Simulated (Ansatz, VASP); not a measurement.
ZrS in VASP and in Ansatz

```
Zr S
1.0
     0.22419    2.83101    2.83101
     2.83101    0.22419    2.83101
     2.83101    2.83101    0.22419
Zr S
1 1
Direct
  0.00000 0.00000 0.00000
  0.50000 0.50000 0.50000
```

Alike in both runs: task single point; functional PBEsol; k mesh 16 × 16 × 16; occupations gaussian, width 0.15 eV; no spin polarisation.

```csv
,VASP,Ansatz
version,VASP 6.6.1,Ansatz 0.2.0
potentials or method,"VASP PAW PBE potentials, release 64 (Zr_sv, S), cutoff 520 eV","scalar-relativistic, plane waves, PAW"
valence electrons in the cell,18,18
```

Ansatz gave:

| Property | Result |
| --- | --- |
| gap on the k mesh at the Fermi level (eV) | none |
| pressure (GPa) | -15.4 |
| traceless stress, the component that is largest in VASP (GPa) | -1.25 |

**Question.** Which values does VASP return?

**Answer.** gap on the k mesh at the Fermi level (eV): none; pressure (GPa): -15.3; traceless stress, the component that is largest in VASP (GPa): -1.22.

VASP's potentials were made for PBE, not for PBEsol, and Ansatz warns of the same on its side. A gap of «none» marks a metal or a gap that the smearing closes.
